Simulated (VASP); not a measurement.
# ZnS (P1) in VASP: single point with PBEsol

Aim: the single point of ZnS with PBEsol.

Program: VASP 6.6.1. These are calculated values, not measurements. Logs are shortened: lines on timing, memory, paths and dates and some standing lists are left out, and cuts for length are marked.

## Step 1: The cell of the first run

The typed cell holds 4 atoms: a = 3.811 Å, b = 3.844 Å, c = 6.235 Å, α = 90.41°, β = 91.14°, γ = 120.85°.

## Step 2: Single point, PBEsol (equal xy, yz and zx shear strains of -2 %)

Input file INCAR:

```
PREC = Accurate
ENCUT = 520
EDIFF = 1E-7
ISMEAR = -1
SIGMA = 0.03
LREAL = False
LASPH = True
NELM = 80
ALGO = Normal
ISIF = 2
LWAVE = False
LCHARG = True
GGA = PS
LELF = True
LVHAR = True
NBANDS = 26
```

Input file KPOINTS:

```
Automatic mesh
0
Gamma
  8 8 5
```

Input file POSCAR:

```
ZnS
1.0
    3.8109987816     -0.0381099878     -0.0381099878
   -1.9385036084      3.3194767525     -0.0139492237
   -0.0623400000     -0.0623400000      6.2340000000
Zn S
2 2
Direct
    0.3333333333      0.6666666667      0.0000000000
    0.6666666667      0.3333333333      0.5000000000
    0.3333333333      0.6666666667      0.3850000000
    0.6666666667      0.3333333333      0.8850000000
```

Potentials or basis: VASP PAW PBE potentials, release 64 (Zn, S).

Launch:

```
$ cat potpaw_PBE.64/Zn/POTCAR potpaw_PBE.64/S/POTCAR > POTCAR
$ mpirun -np 1 vasp_std > vasp.out
```

OUTCAR:

```text
PREC = Accurate
   ENCUT = 520
   EDIFF = 1E-7
   ISMEAR = -1
   LREAL = False
   LASPH = True
   NELM = 80
   ISIF = 2
   GGA = PS

 ion  position               nearest neighbor table
   1  0.333  0.667  0.000-   4 2.28   4 2.33   4 2.34   3 2.40
   2  0.667  0.333  0.500-   3 2.30   3 2.31   3 2.33   4 2.40
   3  0.333  0.667  0.385-   2 2.30   2 2.31   2 2.33   1 2.40
   4  0.667  0.333  0.885-   1 2.28   1 2.33   1 2.34   2 2.40

  LATTYP: Found a triclinic cell.
 ALAT       =     3.7784012730
 B/A-ratio  =     1.0087281861
 C/A-ratio  =     1.6500691479
 COS(alpha) =     0.0198960208
 COS(beta)  =     0.0274156886
 COS(gamma) =     0.4869832429

  Lattice vectors:

 A1 = (   1.8724951732,   3.2813667647,  -0.0520592115)
 A2 = (   3.8109987816,  -0.0381099878,  -0.0381099878)
 A3 = (   0.0623400000,   0.0623400000,  -6.2340000000)

Analysis of symmetry for initial positions (statically):
=====================================================================
 Subroutine PRICEL returns:
 Original cell was already a primitive cell.

 Routine SETGRP: Setting up the symmetry group for a
 triclinic supercell.

 Subroutine GETGRP returns: Found  1 space group operations
 (whereof  1 operations were pure point group operations)
 out of a pool of  2 trial point group operations.

The static configuration has the point symmetry C_1 .

Analysis of symmetry for dynamics (positions and initial velocities):
=====================================================================
 Subroutine PRICEL returns:
 Original cell was already a primitive cell.

 Routine SETGRP: Setting up the symmetry group for a
 triclinic supercell.

 Subroutine GETGRP returns: Found  1 space group operations
 (whereof  1 operations were pure point group operations)
 out of a pool of  2 trial point group operations.

The dynamic configuration has the point symmetry C_1 .

 Subroutine INISYM returns: Found  1 space group operations
 (whereof  1 operations are pure point group operations),
 and found     1 'primitive' translations

----------------------------------------------------------------------------------------

                                     Primitive cell

  volume of cell :      78.3870

  direct lattice vectors                    reciprocal lattice vectors
     3.810998782 -0.038109988 -0.038109988     0.263981995  0.154177425  0.004181594
    -1.938503608  3.319476752 -0.013949224     0.003061139  0.303052802  0.003061139
    -0.062340000 -0.062340000  6.234000000     0.001620637  0.001620637  0.160443064

  length of vectors
     3.811379862  3.844075537  6.234623369     0.305736255  0.303083721  0.160459433

  position of ions in fractional coordinates (direct lattice)
     0.333333333  0.666666667  1.000000000
     0.666666667  0.333333333  0.500000000
     0.333333333  0.666666667  0.385000000
     0.666666667  0.333333333  0.885000000

  ion indices of the primitive-cell ions
   primitive index   ion index
                 1           1
                 2           2
                 3           3
                 4           4

----------------------------------------------------------------------------------------

 KPOINTS: Automatic mesh

Automatic generation of k-mesh.
 Grid dimensions read from file:
 generate k-points for:    8    8    5

 Generating k-lattice:

  Cartesian coordinates                     Fractional coordinates (reciprocal lattice)
     0.032997749  0.019272178  0.000522699     0.125000000 -0.000000000 -0.000000000
     0.000382642  0.037881600  0.000382642    -0.000000000  0.125000000  0.000000000
     0.000324127  0.000324127  0.032088613    -0.000000000 -0.000000000  0.200000000

  Length of vectors
     0.038217032  0.037885465  0.032091887

  Shift w.r.t. Gamma in fractional coordinates (k-lattice)
     0.000000000  0.000000000  0.000000000

 Subroutine IBZKPT returns following result:
 ===========================================

 Found    162 irreducible k-points:

 Following reciprocal coordinates:
            Coordinates               Weight
  0.000000  0.000000  0.000000      1.000000
  0.125000 -0.000000 -0.000000      2.000000
  0.250000 -0.000000 -0.000000      2.000000
  0.375000 -0.000000 -0.000000      2.000000
  0.500000 -0.000000 -0.000000      1.000000
  0.000000  0.125000  0.000000      2.000000
[... 16 lines left out ...]
  0.125000  0.375000 -0.000000      2.000000
  0.250000  0.375000 -0.000000      2.000000
 [... further k-points ...]
   k-points           NKPTS =    162   k-points in BZ     NKDIM =    162   number of bands    NBANDS=     26
   number of dos      NEDOS =    301   number of ions     NIONS =      4
   total plane-waves  NPLWV =  40320
   dimension x,y,z NGX =    28 NGY =   30 NGZ =   48
   dimension x,y,z NGXF=    56 NGYF=   60 NGZF=   96
   ions per type =               2   2
   NGX,Y,Z   is equivalent  to a cutoff of  12.21, 12.97, 12.80 a.u.
   NGXF,Y,Z  is equivalent  to a cutoff of  24.43, 25.95, 25.60 a.u.
 SYSTEM =  unknown system
   PREC   = accura    normal or accurate (medium, high low for compatibility)
   ISTART =      0    job   : 0-new  1-cont  2-samecut
   ICHARG =      2    charge: 1-file 2-atom 10-const
   ISPIN  =      1    spin polarized calculation?
   LNONCOLLINEAR =      F non collinear calculations
   LSORBIT =      F    spin-orbit coupling
   LASPH  =      T    aspherical Exc in radial PAW
   ENCUT  =  520.0 eV  38.22 Ry    6.18 a.u.   7.09  7.15 11.59*2*pi/ulx,y,z
   NELM   =     80;   NELMIN=  2; NELMDL= -5     # of ELM steps
   EDIFF  = 0.1E-06   stopping-criterion for ELM
   LREAL  =      F    real-space projection
   EDIFFG = 0.1E-05   stopping-criterion for IOM
   NSW    =      0    number of steps for IOM
   IBRION =     -1    ionic relax: 0-MD 1-quasi-New 2-CG
   NFREE  =      0    steps in history (QN), initial steepest desc. (CG)
   ISIF   =      2    stress and relaxation
   ISYM   =      2    0-nonsym 1-usesym 2-fastsym
   POTIM  = 0.5000    time-step for ionic-motion
   TEBEG  =    0.0;   TEEND  =   0.0 temperature during run
   PSTRESS=    0.0 pullay stress
   NELECT =      36.0000    total number of electrons
   NUPDOWN=      -1.0000    fix difference up-down
   EMIN   =  10.00;   EMAX   =-10.00  energy-range for DOS
   EFERMI =   0.00;   METHOD = LEGACY
   ISMEAR =    -1;   SIGMA  =   0.03  broadening in eV -4-tet -1-fermi 0-gaus
   EFERMI_NEDOS =   21; number of points for ismear=-14 and -15
   IALGO  =     38    algorithm
   IMIX   =      4    mixing-type and parameters
     AMIX     =   0.40;   BMIX     =  1.00
     AMIX_MAG =   1.60;   BMIX_MAG =  1.00
  volume/ion in A,a.u.               =      19.60       132.25
  Fermi-wavevector in a.u.,A,eV,Ry     =   1.263071  2.386858 21.706026  1.595348
  Thomas-Fermi vector in A             =   2.396447
   LORBIT       =      0    0 simple, 1 ext, 2 COOP (PROOUT), +10 PAW based schemes
   GGA     = PS    functional components
   LHFCALC =     F    Hartree Fock is set to
   AEXX    =    0.0000 exact exchange contribution
   IVDW    =     0    specifies the selected vdW correction
   LEPSILON=     F    determine dielectric tensor
   LRPA    =     F    only Hartree local field effects (RPA)
 non-spin polarized calculation
  energy-cutoff  :      520.00
  volume of cell :       78.39
 maximum number of plane-waves:      2128
   NGX = 15   NGY = 15   NGZ = 23

 number of electron      35.9999987 magnetization

 Free energy of the ion-electron system (eV)
  ---------------------------------------------------
  ext. energy  EPLUGINS =         0.00000000
  ---------------------------------------------------
  free energy    TOTEN  =       -15.12878737 eV

  energy without entropy =      -15.12878737  energy(sigma->0) =      -15.12878737

 E-fermi :   2.6896     XC(G=0):  -9.8714

 val. band max:        2.1377747047   @ k =   0.0000   0.0000   0.0000
 cond. band min:       4.1820844330   @ k =   0.0000   0.0000   0.0000
 fundamental gap:      2.0443097283
 Fermi energy:         2.6895920968

 k-point     1 :       0.0000    0.0000    0.0000
  band No.  band energies     occupation
      1     -11.1387      2.00000
      2     -10.1960      2.00000
      3      -4.3372      2.00000
      4      -4.3311      2.00000
      5      -4.2733      2.00000
      6      -4.2676      2.00000
[... 18 lines left out ...]
     25       9.7190      0.00000
     26      11.2287      0.00000

 k-point     2 :       0.1250   -0.0000   -0.0000
  band No.  band energies     occupation
      1     -11.0280      2.00000
      2     -10.1320      2.00000
      3      -4.3471      2.00000
      4      -4.3048      2.00000
      5      -4.2591      2.00000
      6      -4.2388      2.00000
[... 18 lines left out ...]
     25      10.0222      0.00000
     26      10.6275      0.00000

 k-point     3 :       0.2500   -0.0000   -0.0000
  band No.  band energies     occupation
      1     -10.7304      2.00000
      2      -9.9821      2.00000
      3      -4.3521      2.00000
      4      -4.2465      2.00000
      5      -4.2327      2.00000
      6      -4.1633      2.00000
[... 18 lines left out ...]
     25      10.4731      0.00000
     26      10.9258      0.00000

 k-point     4 :       0.3750   -0.0000   -0.0000
  band No.  band energies     occupation
      1     -10.3608      2.00000
      2      -9.8609      2.00000
      3      -4.3195      2.00000
      4      -4.2016      2.00000
      5      -4.1710      2.00000
      6      -4.0538      2.00000
[... 18 lines left out ...]
     25      10.8414      0.00000
     26      12.3124      0.00000

 k-point     5 :       0.5000   -0.0000   -0.0000
  band No.  band energies     occupation
      1     -10.1552      2.00000
      2      -9.8481      2.00000
      3      -4.2995      2.00000
      4      -4.1878      2.00000
      5      -4.0773      2.00000
      6      -4.0154      2.00000
[... 18 lines left out ...]
     25      11.0914      0.00000
     26      13.2923      0.00000

 k-point     6 :       0.0000    0.1250    0.0000
  band No.  band energies     occupation
      1     -11.0306      2.00000
      2     -10.1339      2.00000
      3      -4.3439      2.00000
      4      -4.3090      2.00000
      5      -4.2627      2.00000
      6      -4.2407      2.00000
[... 427 lines left out ...]
 k-point    21 :      -0.1250    0.2500   -0.0000
  band No.  band energies     occupation
      1     -10.8381      2.00000
      2     -10.0344      2.00000
      3      -4.3339      2.00000
      4      -4.2841      2.00000
      5      -4.2315      2.00000
      6      -4.2180      2.00000
[... 18 lines left out ...]
     25      10.5470      0.00000
     26      10.6256      0.00000

 k-point    22 :       0.0000    0.3750   -0.0000
  band No.  band energies     occupation
      1     -10.3809      2.00000
      2      -9.8702      2.00000
      3      -4.3192      2.00000
      4      -4.2096      2.00000
      5      -4.1792      2.00000
      6      -4.0661      2.00000
[... 18 lines left out ...]
     25      10.7737      0.00000
     26      12.2019      0.00000

 k-point    23 :       0.1250    0.3750   -0.0000
  band No.  band energies     occupation
      1     -10.1887      2.00000
      2      -9.8495      2.00000
      3      -4.2768      2.00000
      4      -4.1963      2.00000
      5      -4.0711      2.00000
      6      -4.0384      2.00000
[... 18 lines left out ...]
     25      11.1201      0.00000
     26      11.9725      0.00000

 k-point    24 :       0.2500    0.3750   -0.0000
  band No.  band energies     occupation
      1     -10.0216      2.00000
      2      -9.8777      2.00000
      3      -4.2652      2.00000
      4      -4.1274      2.00000
      5      -4.0428      2.00000
      6      -3.9882      2.00000
[... 18 lines left out ...]
     25      11.6267      0.00000
     26      11.8604      0.00000

 [... further k-points ...]
[... 5 lines left out ...]
  --------------------------------------------------------------------------------------
  -------------------------------------------------------------------------------------
  Total       -0.2030106     -0.2118720     -1.1297814      0.5761450      0.3605432      0.3615748
  in kB       -4.1494014     -4.3305213    -23.0919771     11.7760192      7.3692632      7.3903485
  external PRESSURE =     -10.5239666 kB  Pullay stress =       0.0000000 kB

 VOLUME and BASIS-vectors are now :
 -----------------------------------------------------------------------------
  energy-cutoff  :      520.00
  volume of cell :       78.39
      direct lattice vectors                 reciprocal lattice vectors
     3.810998782 -0.038109988 -0.038109988     0.263981995  0.154177425  0.004181594
    -1.938503608  3.319476752 -0.013949224     0.003061139  0.303052802  0.003061139
    -0.062340000 -0.062340000  6.234000000     0.001620637  0.001620637  0.160443064

 POSITION                                       TOTAL-FORCE (eV/Angst)
 -----------------------------------------------------------------------------------
     -0.02200      2.20028     -0.02200         0.193372      0.084286      0.315952
      1.86333      1.04992      3.08694        -0.033718      0.074505      0.308986
     -0.04600      2.17628      2.37809         0.064075     -0.075217     -0.306888
      1.83933      1.02591      5.48703        -0.223729     -0.083574     -0.318050
 -----------------------------------------------------------------------------------
    total drift:                                0.000029     -0.000011      0.000068

  FREE ENERGIE OF THE ION-ELECTRON SYSTEM (eV)
  ---------------------------------------------------
  free  energy   TOTEN  =       -15.1287873722 eV

  energy  without entropy=      -15.1287873722  energy(sigma->0) =      -15.12878737
```

It took 6.9 min on 1 thread of Intel Xeon Platinum 8488C (Sapphire Rapids), shared host; peak memory 0.39 GiB.

What came out:

| Quantity | Value |
| --- | --- |
| Free energy | -15.1288 eV |
| Pressure | -1.1 GPa |
| Largest force | 0.398 eV/Å |
| Band gap on the k mesh | 2.04 eV, direct |

Forces in eV/Å, atoms in the order of the input:
```
Zn   0.193  0.084  0.316
Zn  -0.034  0.075  0.309
S    0.064 -0.075 -0.307
S   -0.224 -0.084 -0.318
```

Caveat: the cell differs from its parent crystal (equal xy, yz and zx shear strains of -2 %); the PAW data sets were made with another functional, which shifts forces and pressure a little.
